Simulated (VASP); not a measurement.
The system is BiW (rocksalt type).

```xyz
2
Lattice="0.0000 2.9472 2.9472 2.9472 0.0000 2.9472 2.9472 2.9472 0.0000" Properties=species:S:1:pos:R:3 pbc="T T T"
W     0.0000    0.0000    0.0000
Bi    2.9472    2.9472    2.9472
```

```yaml
Program: VASP 6.6.1
Task: relaxation of cell and atoms
Functional: PBEsol
Potentials_or_basis: VASP PAW PBE potentials, release 64 (W_sv, Bi_d)
Cutoff: 600 eV
k_mesh: 11 × 11 × 11
Occupations: fermi-dirac, width 0.05 eV
Spin: no spin polarisation
```

At the start: pressure -11.6 GPa; volume 25.60 Å³/atom.

Problem. Where does the relaxation end?

Solution. Over 7 steps the energy falls by 130.1 meV/atom and the volume is 22.44 Å³/atom (-12.3 %); space group Fm-3m (No. 225, to 0.1 Å) before and after.

The path:
```csv
step,energy change (eV),largest force (eV/Å),pressure (GPa),volume (Å³)
1,0.0000,0.0000,-11.58,51.20
2,0.1784,0.0000,26.13,38.68
3,-0.2599,0.0000,-0.59,45.09
4,-0.2602,0.0000,-0.09,44.92
5,-0.2602,0.0000,0.25,44.80
6,-0.2601,0.0000,-0.25,45.00
7,-0.2602,0.0000,0.00,44.89
```

Final structure:
```cif
data_structure
_symmetry_space_group_name_H-M 'P 1'
_symmetry_Int_Tables_number 1
_cell_length_a 3.9892
_cell_length_b 3.9892
_cell_length_c 3.9892
_cell_angle_alpha 60.000
_cell_angle_beta 60.000
_cell_angle_gamma 60.000
_cell_volume 44.89
loop_
_atom_site_label
_atom_site_type_symbol
_atom_site_fract_x
_atom_site_fract_y
_atom_site_fract_z
_atom_site_occupancy
W1 W 0.00000 0.00000 0.00000 1
Bi1 Bi 0.50000 0.50000 0.50000 1
```

Caveat: the PAW data sets were made with another functional, which shifts forces and pressure a little.
